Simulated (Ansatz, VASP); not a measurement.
# BN: VASP beside Ansatz

```xyz
2
Lattice="0.0000 1.8224 1.8224 1.8224 0.0000 1.8224 1.8224 1.8224 0.0000" Properties=species:S:1:pos:R:3 pbc="T T T"
B     0.0000    0.0000    0.0000
N     2.7337    2.7337    2.7337
```

Change from the starting cell: volume scaled by 1.025, PAW files.

Alike in both runs: task electric field gradients; functional PBE; k mesh 11 × 11 × 11; occupations fermi-dirac, width 0.02 eV; no spin polarisation.

|  | VASP | Ansatz |
| --- | --- | --- |
| version | VASP 6.6.1 | Ansatz 0.2.0 |
| potentials or method | VASP PAW PBE potentials, release 64 (B, N) | PAW with Ansatz's default frozen-core files, scalar-relativistic |
| plane-wave cutoff (eV) | 520 | 420 |
| valence electrons in the cell | 8 | 8 |

|  | VASP | Ansatz | Ansatz less VASP |
| --- | --- | --- | --- |
| gap on the k mesh at the Fermi level (eV) | 4.53 | 4.54 | +0.011 |
| pressure (GPa) | -5.8 | -6.0 | -0.19 |
